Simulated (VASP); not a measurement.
# As2Se (I4_1/amd) in VASP: settings compared

The runs below take As2Se through single point, with LDA, PBE+D3(BJ).

Everything below comes from runs of VASP 6.6.1. Logs are shortened: lines on timing, memory, paths and dates and some standing lists are left out, and cuts for length are marked.

## Step 1: The cell of the first run

Symmetry: I4_1/amd, No. 141, tetragonal system. Conventional cell: a = 6.891 Å, b = 6.891 Å, c = 5.200 Å, α = 90.00°, β = 90.00°, γ = 90.00°. Within 3.5 Å of As (site symmetry 2/m) lie 2 Se at 2.60 Å and 6 As at 2.76 to 3.45 Å. Within 3.4 Å of Se (site symmetry -4m2) lie 4 As at 2.60 Å.

## Step 2: Single point, LDA

The input, INCAR:

```
SYSTEM = As2Se
PREC     = Accurate       ! precision mode
ENCUT    = 500            ! plane-wave cutoff, eV
EDIFF    = 1E-6           ! SCF threshold, eV
ISMEAR   = -1             ! smearing method
SIGMA    = 0.1            ! smearing width, eV
LREAL    = .FALSE.        ! projectors in reciprocal space
LASPH    = .TRUE.         ! aspherical terms in the spheres
NELM     = 120            ! most SCF steps
ALGO     = Normal         ! electronic algorithm
ISIF     = 2              ! what is computed and relaxed
LWAVE    = .FALSE.        ! write WAVECAR
LCHARG   = .TRUE.         ! write CHGCAR
LELF     = .TRUE.         ! ELF
LVHAR    = .TRUE.       
NBANDS   = 25             ! bands
GGA_COMPAT= .FALSE.
```

The input, KPOINTS:

```
regular mesh
0
G
  6 6 6
  0 0 0
```

The input, POSCAR:

```
As2Se
1.0
   -3.4454862662      3.4454862662      2.5999124703
    3.4454862662     -3.4454862662      2.5999124703
    3.4454862662      3.4454862662     -2.5999124703
As Se
4 2
Direct
   -0.1250000000      0.1250000000     -0.2500000000
    0.3750000000      0.1250000000      0.2500000000
   -0.1250000000      0.1250000000      0.2500000000
   -0.1250000000      0.6250000000     -0.2500000000
    0.5000000000      0.5000000000      0.0000000000
    0.2500000000      0.7500000000      0.5000000000
```

Potentials or basis: VASP PAW LDA potentials, release 64 (As, Se).

Launch:

```console
> cat potpaw_LDA.64/As/POTCAR potpaw_LDA.64/Se/POTCAR > POTCAR
> mpirun -np 1 vasp_std > vasp.out
```

OUTCAR:

```text
SYSTEM = As2Se
   PREC = Accurate
   ENCUT = 500
   EDIFF = 1E-6
   ISMEAR = -1
   LREAL = .FALSE.
   LASPH = .TRUE.
   NELM = 120
   ISIF = 2

 ion  position               nearest neighbor table
   1  0.875  0.125  0.750-   5 2.60   6 2.60   4 2.76   3 2.76   4 2.76   3 2.76
   2  0.375  0.125  0.250-   5 2.60   6 2.60   3 2.76   4 2.76   3 2.76   4 2.76
   3  0.875  0.125  0.250-   6 2.60   5 2.60   2 2.76   1 2.76   1 2.76   2 2.76
   4  0.875  0.625  0.750-   5 2.60   6 2.60   1 2.76   2 2.76   1 2.76   2 2.76
   5  0.500  0.500  0.000-   3 2.60   2 2.60   4 2.60   1 2.60
   6  0.250  0.750  0.500-   1 2.60   2 2.60   4 2.60   3 2.60

  LATTYP: Found a body centered tetragonal cell.
 ALAT       =     6.8909725324
 C/A-ratio  =     0.7545850627

  Lattice vectors:

 A1 = (  -3.4454862662,   3.4454862662,   2.5999124703)
 A2 = (   3.4454862662,  -3.4454862662,   2.5999124703)
 A3 = (   3.4454862662,   3.4454862662,  -2.5999124703)

Analysis of symmetry for initial positions (statically):
=====================================================================
 Subroutine PRICEL returns:
 Original cell was already a primitive cell.

 Routine SETGRP: Setting up the symmetry group for a
 body centered tetragonal supercell.

 Subroutine GETGRP returns: Found 16 space group operations
 (whereof  8 operations were pure point group operations)
 out of a pool of 16 trial point group operations.

The static configuration has the point symmetry D_2d.
 The point group associated with its full space group is D_4h.

Analysis of symmetry for dynamics (positions and initial velocities):
=====================================================================
 Subroutine PRICEL returns:
 Original cell was already a primitive cell.

 Routine SETGRP: Setting up the symmetry group for a
 body centered tetragonal supercell.

 Subroutine GETGRP returns: Found 16 space group operations
 (whereof  8 operations were pure point group operations)
 out of a pool of 16 trial point group operations.

The dynamic configuration has the point symmetry D_2d.
 The point group associated with its full space group is D_4h.

 Subroutine INISYM returns: Found 16 space group operations
 (whereof  8 operations are pure point group operations),
 and found     1 'primitive' translations

----------------------------------------------------------------------------------------

                                     Primitive cell

  volume of cell :     123.4581

  direct lattice vectors                    reciprocal lattice vectors
    -3.445486266  3.445486266  2.599912470     0.000000000  0.145117397  0.192314167
     3.445486266 -3.445486266  2.599912470     0.145117397  0.000000000  0.192314167
     3.445486266  3.445486266 -2.599912470     0.145117397  0.145117397  0.000000000

  length of vectors
     5.522888381  5.522888381  5.522888381     0.240922805  0.240922805  0.205226992

  position of ions in fractional coordinates (direct lattice)
     0.875000000  0.125000000  0.750000000
     0.375000000  0.125000000  0.250000000
     0.875000000  0.125000000  0.250000000
     0.875000000  0.625000000  0.750000000
     0.500000000  0.500000000  0.000000000
     0.250000000  0.750000000  0.500000000

  ion indices of the primitive-cell ions
   primitive index   ion index
                 1           1
                 2           2
                 3           3
                 4           4
                 5           5
                 6           6

----------------------------------------------------------------------------------------

 KPOINTS: regular mesh

Automatic generation of k-mesh.
 Grid dimensions read from file:
 generate k-points for:    6    6    6

 Generating k-lattice:

  Cartesian coordinates                     Fractional coordinates (reciprocal lattice)
     0.000000000  0.024186233  0.032052361     0.166666667  0.000000000  0.000000000
     0.024186233  0.000000000  0.032052361     0.000000000  0.166666667  0.000000000
     0.024186233  0.024186233  0.000000000     0.000000000  0.000000000  0.166666667

  Length of vectors
     0.040153801  0.040153801  0.034204499

  Shift w.r.t. Gamma in fractional coordinates (k-lattice)
     0.000000000  0.000000000  0.000000000

 Subroutine IBZKPT returns following result:
 ===========================================

 Found     30 irreducible k-points:

 Following reciprocal coordinates:
            Coordinates               Weight
  0.000000  0.000000  0.000000      1.000000
  0.166667 -0.000000  0.000000      8.000000
  0.333333  0.000000  0.000000      8.000000
  0.500000 -0.000000  0.000000      4.000000
  0.166667  0.166667  0.000000      8.000000
  0.333333  0.166667  0.000000     16.000000
[... 16 lines left out ...]
 -0.333333 -0.333333  0.166667      8.000000
 -0.166667 -0.333333  0.166667      8.000000
 [... further k-points ...]
   k-points           NKPTS =     30   k-points in BZ     NKDIM =     30   number of bands    NBANDS=     25
   number of dos      NEDOS =    301   number of ions     NIONS =      6
   total plane-waves  NPLWV =  64000
   dimension x,y,z NGX =    40 NGY =   40 NGZ =   40
   dimension x,y,z NGXF=    80 NGYF=   80 NGZF=   80
   ions per type =               4   2
   NGX,Y,Z   is equivalent  to a cutoff of  12.04, 12.04, 12.04 a.u.
   NGXF,Y,Z  is equivalent  to a cutoff of  24.08, 24.08, 24.08 a.u.
 SYSTEM =  As2Se
   PREC   = accura    normal or accurate (medium, high low for compatibility)
   ISTART =      0    job   : 0-new  1-cont  2-samecut
   ICHARG =      2    charge: 1-file 2-atom 10-const
   ISPIN  =      1    spin polarized calculation?
   LNONCOLLINEAR =      F non collinear calculations
   LSORBIT =      F    spin-orbit coupling
   LASPH  =      T    aspherical Exc in radial PAW
   ENCUT  =  500.0 eV  36.75 Ry    6.06 a.u.  10.07 10.07 10.07*2*pi/ulx,y,z
   NELM   =    120;   NELMIN=  2; NELMDL= -5     # of ELM steps
   EDIFF  = 0.1E-05   stopping-criterion for ELM
   LREAL  =      F    real-space projection
   EDIFFG = 0.1E-04   stopping-criterion for IOM
   NSW    =      0    number of steps for IOM
   IBRION =     -1    ionic relax: 0-MD 1-quasi-New 2-CG
   NFREE  =      0    steps in history (QN), initial steepest desc. (CG)
   ISIF   =      2    stress and relaxation
   ISYM   =      2    0-nonsym 1-usesym 2-fastsym
   POTIM  = 0.5000    time-step for ionic-motion
   TEBEG  =    0.0;   TEEND  =   0.0 temperature during run
   PSTRESS=    0.0 pullay stress
   NELECT =      32.0000    total number of electrons
   NUPDOWN=      -1.0000    fix difference up-down
   EMIN   =  10.00;   EMAX   =-10.00  energy-range for DOS
   EFERMI =   0.00;   METHOD = LEGACY
   ISMEAR =    -1;   SIGMA  =   0.10  broadening in eV -4-tet -1-fermi 0-gaus
   EFERMI_NEDOS =   21; number of points for ismear=-14 and -15
   IALGO  =     38    algorithm
   IMIX   =      4    mixing-type and parameters
     AMIX     =   0.40;   BMIX     =  1.00
     AMIX_MAG =   1.60;   BMIX_MAG =  1.00
  volume/ion in A,a.u.               =      20.58       138.86
  Fermi-wavevector in a.u.,A,eV,Ry     =   1.043802  1.972500 14.823863  1.089523
  Thomas-Fermi vector in A             =   2.178527
   LORBIT       =      0    0 simple, 1 ext, 2 COOP (PROOUT), +10 PAW based schemes
   GGA     = CA    functional components
   LHFCALC =     F    Hartree Fock is set to
   AEXX    =    0.0000 exact exchange contribution
   IVDW    =     0    specifies the selected vdW correction
   LEPSILON=     F    determine dielectric tensor
   LRPA    =     F    only Hartree local field effects (RPA)
 non-spin polarized calculation
  energy-cutoff  :      500.00
  volume of cell :      123.46
 maximum number of plane-waves:      3156
   NGX = 21   NGY = 21   NGZ = 21

 number of electron      32.0000001 magnetization

 Free energy of the ion-electron system (eV)
  ---------------------------------------------------
  ext. energy  EPLUGINS =         0.00000000
  ---------------------------------------------------
  free energy    TOTEN  =       -29.63002444 eV

  energy without entropy =      -29.53871283  energy(sigma->0) =      -29.58436864

 E-fermi :   5.5674     XC(G=0): -10.4351

 val. band max:        5.5318337086   @ k =   0.5000   0.1667   0.0000
 cond. band min:       5.5790150871   @ k =   0.5000   0.5000   0.1667
 fundamental gap:      0.0471813784
 Fermi energy:         5.5673507978

 k-point     1 :       0.0000    0.0000    0.0000
  band No.  band energies     occupation
      1     -10.1092      2.00000
      2      -7.6698      2.00000
      3      -5.0453      2.00000
      4      -5.0453      2.00000
      5      -4.9749      2.00000
      6      -3.2881      2.00000
[... 17 lines left out ...]
     24      11.4002      0.00000
     25      11.6327      0.00000

 k-point     2 :       0.1667   -0.0000    0.0000
  band No.  band energies     occupation
      1      -9.9089      2.00000
      2      -7.7856      2.00000
      3      -5.5919      2.00000
      4      -5.1134      2.00000
      5      -5.0379      2.00000
      6      -3.4355      2.00000
[... 17 lines left out ...]
     24      10.8669      0.00000
     25      12.0415      0.00000

 k-point     3 :       0.3333    0.0000    0.0000
  band No.  band energies     occupation
      1      -9.3306      2.00000
      2      -8.0052      2.00000
      3      -6.7687      2.00000
      4      -5.3868      2.00000
      5      -5.2376      2.00000
      6      -2.9193      2.00000
[... 17 lines left out ...]
     24      10.6098      0.00000
     25      11.2934      0.00000

 k-point     4 :       0.5000   -0.0000    0.0000
  band No.  band energies     occupation
      1      -8.6120      2.00000
      2      -8.3809      2.00000
      3      -7.4520      2.00000
      4      -5.5942      2.00000
      5      -5.2946      2.00000
      6      -2.4327      2.00000
[... 17 lines left out ...]
     24      10.9472      0.00000
     25      11.2158      0.00000

 k-point     5 :       0.1667    0.1667    0.0000
  band No.  band energies     occupation
      1      -9.4479      2.00000
      2      -7.9502      2.00000
      3      -6.5193      2.00000
      4      -5.6864      2.00000
      5      -4.8060      2.00000
      6      -3.2886      2.00000
[... 17 lines left out ...]
     24      10.2169      0.00000
     25      10.9819      0.00000

 k-point     6 :       0.3333    0.1667    0.0000
  band No.  band energies     occupation
      1      -8.6928      2.00000
      2      -8.2674      2.00000
      3      -7.4162      2.00000
      4      -6.0672      2.00000
      5      -4.7223      2.00000
      6      -2.7809      2.00000
[... 17 lines left out ...]
     24      10.7798      0.00000
     25      11.2353      0.00000
[... 393 lines left out ...]
 k-point    21 :      -0.3333    0.5000    0.1667
  band No.  band energies     occupation
      1      -9.0116      2.00000
      2      -8.5247      2.00000
      3      -6.4056      2.00000
      4      -5.6279      2.00000
      5      -5.0485      2.00000
      6      -3.7621      2.00000
[... 17 lines left out ...]
     24      10.3475      0.00000
     25      11.6994      0.00000

 k-point    22 :      -0.1667    0.5000    0.1667
  band No.  band energies     occupation
      1      -8.7479      2.00000
      2      -8.2524      2.00000
      3      -7.3884      2.00000
      4      -5.4495      2.00000
      5      -5.4034      2.00000
      6      -3.0006      2.00000
[... 17 lines left out ...]
     24      10.2044      0.00000
     25      11.1263      0.00000

 k-point    23 :      -0.3333   -0.3333    0.1667
  band No.  band energies     occupation
      1      -8.5174      2.00000
      2      -8.3700      2.00000
      3      -7.4910      2.00000
      4      -5.7224      2.00000
      5      -5.1908      2.00000
      6      -3.2157      2.00000
[... 17 lines left out ...]
     24      10.2731      0.00000
     25      11.1897      0.00000

 k-point    24 :      -0.1667   -0.3333    0.1667
  band No.  band energies     occupation
      1      -8.8759      2.00000
      2      -8.1882      2.00000
      3      -7.2454      2.00000
      4      -5.3978      2.00000
      5      -5.3096      2.00000
      6      -3.3510      2.00000
[... 17 lines left out ...]
     24       9.6960      0.00000
     25      10.8423      0.00000

 [... further k-points ...]

------------------------ aborting loop because EDIFF is reached ----------------------------------------

  FORCE on cell =-STRESS in cart. coord.  units (eV):
  Direction    XX          YY          ZZ          XY          YZ          ZX
  --------------------------------------------------------------------------------------
  -------------------------------------------------------------------------------------
  Total        0.1774360      0.1774360      0.2729007      0.0000000      0.0000000      0.0000000
  in kB        2.3026743      2.3026743      3.5415672      0.0000000      0.0000000      0.0000000
  external PRESSURE =       2.7156386 kB  Pullay stress =       0.0000000 kB

 VOLUME and BASIS-vectors are now :
 -----------------------------------------------------------------------------
  energy-cutoff  :      500.00
  volume of cell :      123.46
      direct lattice vectors                 reciprocal lattice vectors
    -3.445486266  3.445486266  2.599912470     0.000000000  0.145117397  0.192314167
     3.445486266 -3.445486266  2.599912470     0.145117397  0.000000000  0.192314167
     3.445486266  3.445486266 -2.599912470     0.145117397  0.145117397  0.000000000

 POSITION                                       TOTAL-FORCE (eV/Angst)
 -----------------------------------------------------------------------------------
      0.00000      5.16823      0.64998         0.000000     -0.000000     -0.000000
     -0.00000      1.72274      0.64998         0.000000     -0.000000     -0.000000
     -1.72274      3.44549      1.94993         0.000000     -0.000000     -0.000000
      1.72274      3.44549      1.94993         0.000000     -0.000000     -0.000000
      0.00000      0.00000      2.59991         0.000000     -0.000000      0.000000
      3.44549     -0.00000      1.29996        -0.000000      0.000000     -0.000000
 -----------------------------------------------------------------------------------
    total drift:                               -0.000000      0.000000      0.000000

  FREE ENERGIE OF THE ION-ELECTRON SYSTEM (eV)
  ---------------------------------------------------
  free  energy   TOTEN  =       -29.6300244429 eV

  energy  without entropy=      -29.5387128281  energy(sigma->0) =      -29.58436864
```

Run time: 48 s. Hardware: 1 thread of Intel Xeon Platinum 8488C (Sapphire Rapids), shared host; peak memory 0.23 GiB.

What came out:

| Property | Result |
| --- | --- |
| Free energy | -29.6300 eV |
| Pressure | 0.3 GPa |
| Band gap on the k mesh | zero (bands 16 and 17 overlap by 0.68 eV) |

## Step 3: Single point, PBE+D3(BJ)

This run uses another cell than the first one, of 21.06 Å³/atom.

The input, INCAR:

```
SYSTEM = As2Se
ALGO     = Normal         ! electronic algorithm
EDIFF    = 1E-6           ! SCF threshold, eV
ENCUT    = 500            ! plane-wave cutoff, eV
GGA      = PE             ! functional
GGA_COMPAT= .FALSE.      
ISIF     = 2              ! what is computed and relaxed
ISMEAR   = -1             ! smearing method
IVDW     = 12             ! dispersion correction
LASPH    = .TRUE.         ! aspherical terms in the spheres
LCHARG   = .FALSE.        ! write CHGCAR
LREAL    = .FALSE.        ! projectors in reciprocal space
LWAVE    = .FALSE.        ! write WAVECAR
NBANDS   = 25             ! bands
NELM     = 120            ! most SCF steps
PREC     = Accurate       ! precision mode
SIGMA    = 0.1            ! smearing width, eV
```

The input, KPOINTS:

```
k-points
0
G
  6 6 6
  0 0 0
```

Edit POSCAR of step 2 so:

```diff
@@ -2,5 +2,5 @@
 1.0
-   -3.4454862662      3.4454862662      2.5999124703
-    3.4454862662     -3.4454862662      2.5999124703
-    3.4454862662      3.4454862662     -2.5999124703
+   -3.4706409331      3.4706409331      2.6229278756
+    3.4706409331     -3.4706409331      2.6229278756
+    3.4706409331      3.4706409331     -2.6229278756
 As Se
```

Potentials or basis: VASP PAW PBE potentials, release 64 (As, Se).

Launch:

```console
> cat potpaw_PBE.64/As/POTCAR potpaw_PBE.64/Se/POTCAR > POTCAR
> mpirun -np 1 vasp_std > vasp.out
```

Run time: 64 s. Hardware: 1 thread of Intel Xeon Platinum 8488C (Sapphire Rapids), shared host; peak memory 0.29 GiB.

It converged, with:

```
Free energy                : -27.7084 eV
Pressure                   : 0.1 GPa
Band gap on the k mesh     : zero (bands 16 and 17 overlap by 0.66 eV)
Dispersion energy per atom : -0.423 eV
```

Levels at points of the mesh, in eV from the Fermi level:
| k point | band 13 | band 14 | band 15 | band 16 | band 17 | band 18 | band 19 | band 20 |
| --- | --- | --- | --- | --- | --- | --- | --- | --- |
| (0.00, 0.00, 0.00) | -3.01 | -2.90 | -2.90 | -1.03 | 2.46 | 3.11 | 3.11 | 3.35 |
| (0.50, 0.00, 0.00) | -1.85 | -1.53 | -0.54 | -0.07 | 0.17 | 0.47 | 1.55 | 2.57 |
| (0.50, 0.50, 0.00) | -1.47 | -1.47 | -1.22 | -1.22 | -0.07 | -0.07 | 1.88 | 1.88 |
| (0.50, 0.50, 0.50) | -0.77 | -0.77 | -0.36 | -0.36 | 0.40 | 0.40 | 0.45 | 0.45 |
